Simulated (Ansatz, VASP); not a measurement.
**CsI2: VASP beside Ansatz**

```
CELL_PARAMETERS angstrom
0.00000 5.23960 5.23960
5.23960 0.00000 5.23960
5.23960 5.23960 0.00000
ATOMIC_POSITIONS crystal
Cs 0.50000 0.50000 0.50000
Cs 0.75000 0.75000 0.75000
I 0.12500 0.12500 0.12500
I 0.62500 0.12500 0.12500
I 0.12500 0.62500 0.12500
I 0.12500 0.12500 0.62500
```

Change from the starting cell: species swapped into the SmRu2 type (Fd-3m, No. 227).

Alike in both runs: task relaxation of cell and atoms; functional PBE; k mesh 6 × 6 × 6; occupations gaussian, width 0.1 eV; no spin polarisation.

```csv
,VASP,Ansatz
version,VASP 6.6.1,Ansatz 0.2.0
potentials or method,"VASP PAW PBE potentials, release 64 (Cs_sv, I), cutoff 600 eV","scalar-relativistic, plane waves, PAW"
valence electrons in the cell,46,86
```

|  | VASP | Ansatz | Ansatz less VASP |
| --- | --- | --- | --- |
| gap on the k mesh at the Fermi level, each at its own relaxed structure (eV) | none | none | - |
| relaxed volume (Å³/atom) | 48.99 | 49.02 | +0.030 |
| relaxed cell length with the largest relative difference (Å) | 7.463 | 7.464 | +0.0015 |

A gap of «none» marks a metal or a gap that the smearing closes. VASP's potentials hold 46 valence electrons a cell and Ansatz's 86, so a difference there can come from the potentials and not from the codes.

Neither program's run includes spin-orbit coupling.
